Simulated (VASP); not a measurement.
## Ti: single point with LDA

The system is Ti.

```
CELL_PARAMETERS angstrom
4.45303 0.00000 0.00000
-2.22651 3.85644 0.00000
0.00000 0.00000 2.76896
ATOMIC_POSITIONS crystal
Ti 0.66667 0.33333 0.50000
Ti 0.33333 0.66667 0.50000
Ti 0.00000 0.00000 0.00000
```

- Program: VASP 6.6.1
- Task: single point
- Functional: LDA
- Potentials or basis: VASP PAW LDA potentials, release 64 (Ti_sv)
- Cutoff: 520 eV
- k mesh: 7 × 7 × 9
- Occupations: fermi-dirac, width 0.05 eV
- Spin: no spin polarisation

| Property | Result |
| --- | --- |
| Pressure | -0.1 GPa |
| Band gap on the k mesh | zero (band 18 reaches 9.18 eV, above the bottom of band 19 at 8.84 eV) |

Levels at points of the mesh, in eV from the Fermi level:
```csv
k point,band 14,band 15,band 16,band 17,band 18,band 19,band 20,band 21,band 22,band 23
"(0.00, 0.00, 0.00)",-2.18,-0.70,-0.70,-0.59,-0.59,-0.01,0.71,1.35,1.35,1.90
```

Run time: 23 s on 1 thread of Intel(R) Xeon(R) 6975P-C (Granite Rapids) (shared host), peak memory 0.17 GiB.
